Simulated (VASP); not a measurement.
## TiTe2: electric field gradients with PBE

Crystal: TiTe2.

```
CELL_PARAMETERS angstrom
3.77700 0.00000 0.00000
-1.88850 3.27098 0.00000
0.00000 0.00000 6.49800
ATOMIC_POSITIONS crystal
Ti 0.00000 0.00000 0.00000
Te 0.66667 0.33333 0.26280
Te 0.33333 0.66667 0.73720
```

```json
{
 "Program": "VASP 6.6.1",
 "Task": "electric field gradients",
 "Functional": "PBE",
 "Potentials or basis": "VASP PAW PBE potentials, release 64 (Ti_sv, Te)",
 "Cutoff": "520 eV",
 "k mesh": "10 × 10 × 5",
 "Occupations": "fermi-dirac, width 0.08 eV",
 "Spin": "no spin polarisation",
 "Dipole correction": "no",
 "Further INCAR settings": "ALGO = Normal; EDIFF = 1e-08; NBANDS = 19"
}
```

```json
{"Pressure": "0.9 GPa", "Largest force": "0.037 eV/Å", "Band gap on the k mesh": "zero (bands 12 and 13 overlap by 0.60 eV)", "Largest electric field gradient by atom": "Ti -26.9; Te -57.0 V/Å²"}
```

Forces in eV/Å, atoms in the order of the input:
```
Ti   0.000  0.000  0.000
Te   0.000  0.000  0.037
Te   0.000  0.000 -0.037
```

Stress tensor (GPa, compression positive):
```
0.61 0.00 0.00
0.00 0.61 0.00
0.00 0.00 1.51
```

Levels at points of the mesh, in eV from the Fermi level:
```csv
k point,band 9,band 10,band 11,band 12,band 13,band 14,band 15,band 16
"(0.00, 0.00, 0.00)",-1.69,0.35,0.39,0.39,0.57,1.06,1.06,3.05
"(0.50, 0.00, 0.00)",-2.72,-2.40,-1.76,-1.14,0.02,1.14,1.47,2.40
```

Electric field gradients, principal values (V/Å²):
```
atom   least  middle  greatest (by size)
1 Ti  13.459  13.463             -26.922
2 Te  28.488  28.488             -56.976
3 Te  28.488  28.488             -56.976
```

Run time: 58 s on 1 thread of AMD EPYC 9R45 96-Core Processor (Zen 5), on a shared host, peak memory 0.21 GiB.

Caveat: without QUAD_EFG the Cq values of the log hold for a quadrupole moment of 1 mb, not for the nuclei; spin-orbit coupling is left out, which moves the levels of the heavy elements; this functional lacks dispersion, which binds the layers, so the pressure and a relaxed spacing across them are unreliable.
